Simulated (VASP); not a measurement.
Write the native input for VASP 6.6.1 that does the following.

- Task: single point
- Functional: PBE
- Potentials or basis: VASP PAW PBE potentials, release 64 (Hf_pv, O)
- Cutoff: 520 eV
- k mesh: 6 × 6 × 8
- Occupations: gaussian, width 0.05 eV
- Spin: no spin polarisation
- Dipole correction: no
- Further INCAR settings: ALGO = Normal; EDIFF = 1e-06; NBANDS = 31

The structure of HfO2 lies in POSCAR:

```
HfO2
1.0
    4.9627313517      0.0000000000      0.0000000000
    0.0000000000      4.9627313517      0.0000000000
    0.0000000000      0.0000000000      3.2919623722
Hf O
2 4
Direct
    0.0000000000      0.0000000000     -0.0209086807
    0.5000000000      0.5000000000      0.5209086807
    0.1948161092      0.8051838908      0.4932900522
    0.3051838908      0.3051838908      0.0067099478
    0.6948161092      0.6948161092      0.0067099478
    0.8051838908      0.1948161092      0.4932900522
```

One way to write it, as run:

INCAR

```
SYSTEM = HfO2
  PREC = Accurate
  ENCUT = 520
  EDIFF = 1E-6
  ISMEAR = 0
  SIGMA = 0.05
  LREAL = .FALSE.
  LASPH = .TRUE.
  NELM = 80
  ALGO = Normal
  ISIF = 2
  LWAVE = .FALSE.
  LCHARG = .FALSE.
  GGA = PE
  NBANDS = 31
```

KPOINTS

```
Automatic mesh
0
G
  6 6 8
  0 0 0
```

Potentials or basis: VASP PAW PBE potentials, release 64 (Hf_pv, O).

The run is started by

```console
$ cat potpaw_PBE.64/Hf_pv/POTCAR potpaw_PBE.64/O/POTCAR > POTCAR
$ mpirun -np 1 vasp_std > vasp.out
```

Results of the run:

The pressure is -12.0 GPa, the largest force is 0.244 eV/Å and the band gap on the k mesh is 3.68 eV, direct.

Caveat: spin-orbit coupling is left out, which moves the levels of the heavy elements.

It took 98 s on 1 thread of AMD EPYC 9R45 (Zen 5) (shared host), peak memory 0.21 GiB.
